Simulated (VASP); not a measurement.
A run of VASP 6.6.1 is set up as follows.

The input POSCAR:

```
Ag
1.0
   -1.5428202178      1.5428202178      1.4592929085
    1.5428202178     -1.5428202178      1.4592929085
    1.5428202178      1.5428202178     -1.4592929085
Ag
1
Direct
    0.0000000000      0.0000000000      0.0000000000
```

File INCAR.step1:

```
SYSTEM = Ag
  PREC = Accurate
  ENCUT = 520
  ISMEAR = 0
  SIGMA = 0.1
  LREAL = .False.
  LASPH = .True.
  NELM = 100
  NBANDS = 12
  GGA = PE
  ALGO = Normal
  EDIFF = 1E-4
  LWAVE = .True.
  LCHARG = .False.
```

File INCAR.step2:

```
SYSTEM = Ag
  PREC = Accurate
  ENCUT = 520
  EDIFF = 1E-7
  ISMEAR = 0
  SIGMA = 0.1
  LREAL = .False.
  LASPH = .True.
  NELM = 100
  ALGO = Normal
  ISIF = 2
  LWAVE = .False.
  LCHARG = .True.
  METAGGA = R2SCAN
  LMIXTAU = .True.
  LELF = .True.
  LVHAR = .True.
  NBANDS = 12
  ISTART = 1
```

KPOINTS

```
Automatic mesh
0
Gamma
  8 8 8
  0 0 0
```

Potentials or basis: VASP PAW PBE potentials, release 64 (Ag).

Launch:

```sh
$ cat potpaw_PBE.64/Ag/POTCAR > POTCAR
$ cp INCAR.step1 INCAR
$ mpirun -np 1 vasp_std > vasp.out
$ cp INCAR.step2 INCAR
$ mpirun -np 1 vasp_std > vasp.out
```

(1) Estimate the pressure.

(2) Estimate the band gap on the k mesh.

Answers

(1) 44.4 GPa.

(2) zero (an odd number of electrons rules out a gap without spin polarisation).

Caveat: the k points lie up to 0.37 Å⁻¹ apart, too coarse for converged energies and pressures of a metal; the PAW data sets were made with another functional, which shifts forces and pressure a little.
